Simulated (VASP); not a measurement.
# TiC (Fm-3m) in VASP: notebook

TiC is run at these levels: r2SCAN; tasks: single point.

Everything below comes from runs of VASP 6.6.1. Logs are shortened: lines on timing, memory, paths and dates and some standing lists are left out, and cuts for length are marked.

## 1. The cell of the first run

It takes space group Fm-3m (No. 225, cubic). The conventional cell has a = 4.198 Å, b = 4.198 Å, c = 4.198 Å, α = 90.00°, β = 90.00°, γ = 90.00°. Ti (site symmetry m-3m) has 6 C at 2.10 Å within 2.8 Å. C (site symmetry m-3m) has 6 Ti at 2.10 Å within 2.8 Å.

## 2. Single point, r2SCAN (strain -0.030 along x and y, -0.030 along z)

POSCAR reads:

```
TiC
1.0
    0.0000000000      2.0990800000      2.0990800000
    2.0990800000      0.0000000000      2.0990800000
    2.0990800000      2.0990800000      0.0000000000
Ti C
1 1
Direct
    0.0000000000      0.0000000000      0.0000000000
    0.5000000000      0.5000000000      0.5000000000
```

INCAR.step1 reads:

```
SYSTEM = TiC
  PREC = Accurate
  ENCUT = 520
  ISMEAR = 0
  SIGMA = 0.15
  LREAL = .False.
  LASPH = .True.
  NELM = 80
  NBANDS = 15
  GGA = PE
  ALGO = Normal
  EDIFF = 1E-4
  LWAVE = .True.
  LCHARG = .False.
```

INCAR.step2 reads:

```
SYSTEM = TiC
  PREC = Accurate
  ENCUT = 520
  EDIFF = 1E-7
  ISMEAR = 0
  SIGMA = 0.15
  LREAL = .False.
  LASPH = .True.
  NELM = 80
  ALGO = Normal
  ISIF = 2
  LWAVE = .False.
  LCHARG = .True.
  METAGGA = R2SCAN
  LMIXTAU = .True.
  LELF = .True.
  LVHAR = .True.
  NBANDS = 15
  ISTART = 1
```

KPOINTS reads:

```
Automatic mesh
0
Gamma
  18 18 18
  0 0 0
```

Potentials or basis: VASP PAW PBE potentials, release 64 (Ti_sv, C).

On the command line:

```bash
$ cat potpaw_PBE.64/Ti_sv/POTCAR potpaw_PBE.64/C/POTCAR > POTCAR
$ cp INCAR.step1 INCAR
$ mpirun -np 1 vasp_std > vasp.out
$ cp INCAR.step2 INCAR
$ mpirun -np 1 vasp_std > vasp.out
```

OUTCAR:

```text
SYSTEM = TiC
   PREC = Accurate
   ENCUT = 520
   EDIFF = 1E-7
   ISMEAR = 0
   LREAL = .False.
   LASPH = .True.
   NELM = 80
   ISIF = 2
   METAGGA = R2SCAN
   ISTART = 1

 ion  position               nearest neighbor table
   1  0.000  0.000  0.000-   2 2.10   2 2.10   2 2.10   2 2.10   2 2.10   2 2.10
   2  0.500  0.500  0.500-   1 2.10   1 2.10   1 2.10   1 2.10   1 2.10   1 2.10

  LATTYP: Found a face centered cubic cell.
 ALAT       =     4.1981600000

  Lattice vectors:

 A1 = (   0.0000000000,   2.0990800000,   2.0990800000)
 A2 = (   2.0990800000,   0.0000000000,   2.0990800000)
 A3 = (   2.0990800000,   2.0990800000,   0.0000000000)

Analysis of symmetry for initial positions (statically):
=====================================================================
 Subroutine PRICEL returns:
 Original cell was already a primitive cell.

 Routine SETGRP: Setting up the symmetry group for a
 face centered cubic supercell.

 Subroutine GETGRP returns: Found 48 space group operations
 (whereof 48 operations were pure point group operations)
 out of a pool of 48 trial point group operations.

The static configuration has the point symmetry O_h .

Analysis of symmetry for dynamics (positions and initial velocities):
=====================================================================
 Subroutine PRICEL returns:
 Original cell was already a primitive cell.

 Routine SETGRP: Setting up the symmetry group for a
 face centered cubic supercell.

 Subroutine GETGRP returns: Found 48 space group operations
 (whereof 48 operations were pure point group operations)
 out of a pool of 48 trial point group operations.

The dynamic configuration has the point symmetry O_h .

 Subroutine INISYM returns: Found 48 space group operations
 (whereof 48 operations are pure point group operations),
 and found     1 'primitive' translations

----------------------------------------------------------------------------------------

                                     Primitive cell

  volume of cell :      18.4977

  direct lattice vectors                    reciprocal lattice vectors
     0.000000000  2.099080000  2.099080000    -0.238199592  0.238199592  0.238199592
     2.099080000  0.000000000  2.099080000     0.238199592 -0.238199592  0.238199592
     2.099080000  2.099080000  0.000000000     0.238199592  0.238199592 -0.238199592

  length of vectors
     2.968547405  2.968547405  2.968547405     0.412573796  0.412573796  0.412573796

  position of ions in fractional coordinates (direct lattice)
     0.000000000  0.000000000  0.000000000
     0.500000000  0.500000000  0.500000000

  ion indices of the primitive-cell ions
   primitive index   ion index
                 1           1
                 2           2

----------------------------------------------------------------------------------------

 KPOINTS: Automatic mesh

Automatic generation of k-mesh.
 Grid dimensions read from file:
 generate k-points for:   18   18   18

 Generating k-lattice:

  Cartesian coordinates                     Fractional coordinates (reciprocal lattice)
    -0.013233311  0.013233311  0.013233311     0.055555556  0.000000000  0.000000000
     0.013233311 -0.013233311  0.013233311     0.000000000  0.055555556  0.000000000
     0.013233311  0.013233311 -0.013233311     0.000000000  0.000000000  0.055555556

  Length of vectors
     0.022920766  0.022920766  0.022920766

  Shift w.r.t. Gamma in fractional coordinates (k-lattice)
     0.000000000  0.000000000  0.000000000

 Subroutine IBZKPT returns following result:
 ===========================================

 Found    195 irreducible k-points:

 Following reciprocal coordinates:
            Coordinates               Weight
  0.000000  0.000000  0.000000      1.000000
  0.055556  0.000000  0.000000      8.000000
  0.111111  0.000000  0.000000      8.000000
  0.166667  0.000000  0.000000      8.000000
  0.222222  0.000000  0.000000      8.000000
  0.277778  0.000000  0.000000      8.000000
[... 16 lines left out ...]
 -0.277778  0.055556  0.000000     24.000000
 -0.222222  0.055556  0.000000     24.000000
 [... further k-points ...]
   k-points           NKPTS =    195   k-points in BZ     NKDIM =    195   number of bands    NBANDS=     15
   number of dos      NEDOS =    301   number of ions     NIONS =      2
   total plane-waves  NPLWV =  13824
   dimension x,y,z NGX =    24 NGY =   24 NGZ =   24
   dimension x,y,z NGXF=    48 NGYF=   48 NGZF=   48
   ions per type =               1   1
   NGX,Y,Z   is equivalent  to a cutoff of  13.44, 13.44, 13.44 a.u.
   NGXF,Y,Z  is equivalent  to a cutoff of  26.88, 26.88, 26.88 a.u.
 SYSTEM =  TiC
   PREC   = accura    normal or accurate (medium, high low for compatibility)
   ISTART =      1    job   : 0-new  1-cont  2-samecut
   ICHARG =      0    charge: 1-file 2-atom 10-const
   ISPIN  =      1    spin polarized calculation?
   LNONCOLLINEAR =      F non collinear calculations
   LSORBIT =      F    spin-orbit coupling
   LASPH  =      T    aspherical Exc in radial PAW
   ENCUT  =  520.0 eV  38.22 Ry    6.18 a.u.   5.52  5.52  5.52*2*pi/ulx,y,z
   NELM   =     80;   NELMIN=  2; NELMDL=  0     # of ELM steps
   EDIFF  = 0.1E-06   stopping-criterion for ELM
   LREAL  =      F    real-space projection
   EDIFFG = 0.1E-05   stopping-criterion for IOM
   NSW    =      0    number of steps for IOM
   IBRION =     -1    ionic relax: 0-MD 1-quasi-New 2-CG
   NFREE  =      0    steps in history (QN), initial steepest desc. (CG)
   ISIF   =      2    stress and relaxation
   ISYM   =      2    0-nonsym 1-usesym 2-fastsym
   POTIM  = 0.5000    time-step for ionic-motion
   TEBEG  =    0.0;   TEEND  =   0.0 temperature during run
   PSTRESS=    0.0 pullay stress
   NELECT =      16.0000    total number of electrons
   NUPDOWN=      -1.0000    fix difference up-down
   EMIN   =  10.00;   EMAX   =-10.00  energy-range for DOS
   EFERMI =   0.00;   METHOD = LEGACY
   ISMEAR =     0;   SIGMA  =   0.15  broadening in eV -4-tet -1-fermi 0-gaus
   EFERMI_NEDOS =   21; number of points for ismear=-14 and -15
   IALGO  =     38    algorithm
   IMIX   =      4    mixing-type and parameters
     AMIX     =   0.40;   BMIX     =  1.00
     AMIX_MAG =   1.60;   BMIX_MAG =  1.00
  volume/ion in A,a.u.               =       9.25        62.41
  Fermi-wavevector in a.u.,A,eV,Ry     =   1.559825  2.947642 33.103704  2.433054
  Thomas-Fermi vector in A             =   2.663127
   LORBIT       =      0    0 simple, 1 ext, 2 COOP (PROOUT), +10 PAW based schemes
   METAGGA = R2SCAN    functional components
   LHFCALC =     F    Hartree Fock is set to
   AEXX    =    0.0000 exact exchange contribution
   IVDW    =     0    specifies the selected vdW correction
   LEPSILON=     F    determine dielectric tensor
   LRPA    =     F    only Hartree local field effects (RPA)
 non-spin polarized calculation
 Gauss-broadening in eV      SIGMA  =   0.15
  energy-cutoff  :      520.00
  volume of cell :       18.50
 maximum number of plane-waves:       531
 NGX is ok and might be reduce to    24
   NGX = 11   NGY = 11   NGZ = 11

 number of electron      15.9999997 magnetization

 Free energy of the ion-electron system (eV)
  ---------------------------------------------------
  ext. energy  EPLUGINS =         0.00000000
  ---------------------------------------------------
  free energy    TOTEN  =       -24.71021206 eV

  energy without entropy =      -24.70726313  energy(sigma->0) =      -24.70873759

 E-fermi :  10.6412     XC(G=0): -14.1432

 val. band max:       10.6308366211   @ k =   0.4444   0.3889   0.0000
 cond. band min:      10.6516165225   @ k =   0.2778   0.2222   0.0000
 fundamental gap:      0.0207799014
 Fermi energy:        10.6412183729

 k-point     1 :       0.0000    0.0000    0.0000
  band No.  band energies     occupation
      1     -48.0532      2.00000
      2     -22.9728      2.00000
      3     -22.9728      2.00000
      4     -22.9728      2.00000
      5      -3.0129      2.00000
      6      11.5334      0.00000
      7      11.5334      0.00000
      8      11.5334      0.00000
      9      12.4216      0.00000
     10      12.4216      0.00000
     11      12.4216      0.00000
     12      12.5647      0.00000
     13      12.5647      0.00000
     14      23.3099      0.00000
     15      25.8363      0.00000

 k-point     2 :       0.0556    0.0000    0.0000
  band No.  band energies     occupation
      1     -48.0498      2.00000
      2     -22.9959      2.00000
      3     -22.9747      2.00000
      4     -22.9747      2.00000
      5      -2.9318      2.00000
      6      11.0525      0.00011
      7      11.2687      0.00000
      8      11.2687      0.00000
      9      11.8343      0.00000
     10      11.8343      0.00000
     11      12.7318      0.00000
     12      13.5395      0.00000
     13      13.5395      0.00000
     14      23.4409      0.00000
     15      25.8930      0.00000

 k-point     3 :       0.1111    0.0000    0.0000
  band No.  band energies     occupation
      1     -48.0399      2.00000
      2     -23.0618      2.00000
      3     -22.9802      2.00000
      4     -22.9802      2.00000
      5      -2.6929      2.00000
      6      10.1690      1.99999
      7      10.4294      1.95413
      8      10.4295      1.95413
      9      11.9288      0.00000
     10      11.9288      0.00000
     11      13.1465      0.00000
     12      14.6445      0.00000
     13      14.6445      0.00000
     14      23.7669      0.00000
     15      26.0002      0.00000

 k-point     4 :       0.1667    0.0000    0.0000
  band No.  band energies     occupation
      1     -48.0247      2.00000
      2     -23.1616      2.00000
      3     -22.9887      2.00000
      4     -22.9887      2.00000
      5      -2.3095      2.00000
      6       9.1549      2.00000
      7       9.6075      2.00000
      8       9.6075      2.00000
      9      12.2038      0.00000
     10      12.2038      0.00000
     11      13.4992      0.00000
     12      15.7627      0.00000
     13      15.7627      0.00000
     14      24.0289      0.00000
     15      26.1308      0.00000
[... 307 lines left out ...]
 k-point    22 :      -0.3333    0.0556    0.0000
  band No.  band energies     occupation
      1     -47.9598      2.00000
      2     -23.5543      2.00000
      3     -23.0483      2.00000
      4     -23.0164      2.00000
      5      -0.2831      2.00000
      6       5.6945      2.00000
      7       7.5782      2.00000
      8       7.7776      2.00000
      9      13.3864      0.00000
     10      13.7042      0.00000
     11      14.8289      0.00000
     12      18.4420      0.00000
     13      19.4522      0.00000
     14      21.7785      0.00000
     15      27.8430      0.00000

 k-point    23 :      -0.2778    0.0556    0.0000
  band No.  band energies     occupation
      1     -47.9775      2.00000
      2     -23.4469      2.00000
      3     -23.0397      2.00000
      4     -23.0044      2.00000
      5      -0.9424      2.00000
      6       6.6384      2.00000
      7       7.9638      2.00000
      8       8.2400      2.00000
      9      12.9412      0.00000
     10      13.3334      0.00000
     11      14.4424      0.00000
     12      17.5711      0.00000
     13      18.7099      0.00000
     14      22.7879      0.00000
     15      27.4049      0.00000

 k-point    24 :      -0.2222    0.0556    0.0000
  band No.  band energies     occupation
      1     -47.9971      2.00000
      2     -23.3257      2.00000
      3     -23.0283      2.00000
      4     -22.9929      2.00000
      5      -1.5593      2.00000
      6       7.6406      2.00000
      7       8.4783      2.00000
      8       8.8152      2.00000
      9      12.5055      0.00000
     10      12.9532      0.00000
     11      14.0884      0.00000
     12      16.5949      0.00000
     13      17.7842      0.00000
     14      23.6864      0.00000
     15      26.6759      0.00000

 [... further k-points ...]

------------------------ aborting loop because EDIFF is reached ----------------------------------------

  FORCE on cell =-STRESS in cart. coord.  units (eV):
  Direction    XX          YY          ZZ          XY          YZ          ZX
  --------------------------------------------------------------------------------------
  -------------------------------------------------------------------------------------
  Total        3.4483535      3.4483535      3.4483535      0.0000000      0.0000000      0.0000000
  in kB      298.6794859    298.6794859    298.6794859      0.0000000      0.0000000      0.0000000
  external PRESSURE =     298.6794859 kB  Pullay stress =       0.0000000 kB

 VOLUME and BASIS-vectors are now :
 -----------------------------------------------------------------------------
  energy-cutoff  :      520.00
  volume of cell :       18.50
      direct lattice vectors                 reciprocal lattice vectors
     0.000000000  2.099080000  2.099080000    -0.238199592  0.238199592  0.238199592
     2.099080000  0.000000000  2.099080000     0.238199592 -0.238199592  0.238199592
     2.099080000  2.099080000  0.000000000     0.238199592  0.238199592 -0.238199592

 POSITION                                       TOTAL-FORCE (eV/Angst)
 -----------------------------------------------------------------------------------
      0.00000      0.00000      0.00000        -0.000000      0.000000      0.000000
      2.09908      2.09908      2.09908         0.000000     -0.000000     -0.000000
 -----------------------------------------------------------------------------------
    total drift:                                0.000000     -0.000000     -0.000000

  FREE ENERGIE OF THE ION-ELECTRON SYSTEM (eV)
  ---------------------------------------------------
  free  energy   TOTEN  =       -24.7102120573 eV

  energy  without entropy=      -24.7072631322  energy(sigma->0) =      -24.70873759
```

It took 80 s on 1 thread of Intel Xeon 6975P-C (Granite Rapids), shared host; peak memory 0.18 GiB.

Results:

* Free energy: -24.7102 eV
* Pressure: 29.9 GPa
* Band gap on the k mesh: zero (band 8 reaches 11.53 eV, above the bottom of band 9 at 10.16 eV)

Levels at points of the mesh, in eV from the Fermi level:
```csv
k point,band 5,band 6,band 7,band 8,band 9,band 10,band 11,band 12
"(0.00, 0.00, 0.00)",-13.65,0.89,0.89,0.89,1.78,1.78,1.78,1.92
"(0.50, 0.00, 0.00)",-9.67,-6.55,-3.47,-3.47,3.54,3.54,4.96,9.22
"(0.50, 0.50, 0.00)",-11.35,-3.74,-1.83,-0.06,-0.06,3.10,4.27,4.27
```

Caveat: the cell differs from its parent crystal (strain -0.030 along x and y, -0.030 along z); the PAW data sets were made with another functional, which shifts forces and pressure a little.

## 3. Single point, r2SCAN (strain -0.015 along x and y, -0.015 along z)

POSCAR reads:

```
TiC
1.0
    0.0000000000      2.1315400000      2.1315400000
    2.1315400000      0.0000000000      2.1315400000
    2.1315400000      2.1315400000      0.0000000000
Ti C
1 1
Direct
    0.0000000000      0.0000000000      0.0000000000
    0.5000000000      0.5000000000      0.5000000000
```

INCAR.step1 reads:

```
SYSTEM = TiC
PREC     = Accurate       ! precision mode
ENCUT    = 520            ! plane-wave cutoff, eV
ISMEAR   = 0              ! smearing method
SIGMA    = 0.15           ! smearing width, eV
LREAL    = .False.        ! projectors in reciprocal space
LASPH    = .True.         ! aspherical terms in the spheres
NELM     = 80             ! most SCF steps
NBANDS   = 15             ! bands
GGA      = PE             ! functional
ALGO     = Normal         ! electronic algorithm
EDIFF    = 1E-4           ! SCF threshold, eV
LWAVE    = .True.         ! write WAVECAR
LCHARG   = .False.        ! write CHGCAR
```

INCAR.step2 reads:

```
SYSTEM = TiC
PREC     = Accurate       ! precision mode
ENCUT    = 520            ! plane-wave cutoff, eV
EDIFF    = 1E-7           ! SCF threshold, eV
ISMEAR   = 0              ! smearing method
SIGMA    = 0.15           ! smearing width, eV
LREAL    = .False.        ! projectors in reciprocal space
LASPH    = .True.         ! aspherical terms in the spheres
NELM     = 80             ! most SCF steps
ALGO     = Normal         ! electronic algorithm
ISIF     = 2              ! what is computed and relaxed
LWAVE    = .False.        ! write WAVECAR
LCHARG   = .True.         ! write CHGCAR
METAGGA  = R2SCAN         ! meta-GGA
LMIXTAU  = .True.       
LELF     = .True.         ! ELF
LVHAR    = .True.       
NBANDS   = 15             ! bands
ISTART   = 1
```

KPOINTS is that of step 2.

Potentials or basis: VASP PAW PBE potentials, release 64 (Ti_sv, C).

On the command line:

```bash
$ cat potpaw_PBE.64/Ti_sv/POTCAR potpaw_PBE.64/C/POTCAR > POTCAR
$ cp INCAR.step1 INCAR
$ mpirun -np 1 vasp_std > vasp.out
$ cp INCAR.step2 INCAR
$ mpirun -np 1 vasp_std > vasp.out
```

Wall time 77 s (1 thread of Intel Xeon 6975P-C (Granite Rapids), shared host); peak memory 0.18 GiB.

The run converged. Its results:

```yaml
Free_energy: -24.8289 eV
Pressure: 14.1 GPa
Band_gap_on_the_k_mesh: zero (band 8 reaches 10.95 eV, above the bottom of band 9 at 9.59 eV)
```

Levels at points of the mesh, in eV from the Fermi level:
| k point | band 6 | band 7 | band 8 | band 9 | band 10 | band 11 |
| --- | --- | --- | --- | --- | --- | --- |
| (0.00, 0.00, 0.00) | 0.88 | 0.88 | 0.88 | 1.72 | 1.72 | 1.72 |
| (0.50, 0.00, 0.00) | -6.32 | -3.30 | -3.30 | 3.34 | 3.34 | 4.66 |
| (0.50, 0.50, 0.00) | -3.72 | -1.67 | -0.11 | -0.11 | 2.91 | 4.01 |

Caveat: the cell differs from its parent crystal (strain -0.015 along x and y, -0.015 along z); the PAW data sets were made with another functional, which shifts forces and pressure a little.
